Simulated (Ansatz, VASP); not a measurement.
PbO: VASP beside Ansatz

```
Pb O
1.0
     4.01200    0.00000    0.00000
     0.00000    4.01200    0.00000
     0.00000    0.00000   30.74933
Pb O
2 2
Direct
  0.50000 0.00000 0.45667
  0.00000 0.50000 0.54333
  0.00000 0.00000 0.50000
  0.50000 0.50000 0.50000
```

Alike in both runs: task single point; functional PBE; dispersion D3(BJ); k mesh 6 × 6 × 1; occupations gaussian, width 0.02 eV; no spin polarisation.

|  | VASP | Ansatz |
| --- | --- | --- |
| version | VASP 6.6.1 | Ansatz 0.2.0 |
| potentials or method | VASP PAW PBE potentials, release 64 (Pb_d, O), cutoff 520 eV | scalar-relativistic, plane waves, PAW |
| valence electrons in the cell | 40 | 40 |

```csv
,VASP,Ansatz,Ansatz less VASP
gap on the k mesh at the Fermi level (eV),2.38,2.39,+0.009
least direct gap on the mesh (eV),2.70,2.70,+0.007
rms of the force components (eV/Å),0.726,0.736,+0.0107
```

Spin-orbit coupling is off throughout.
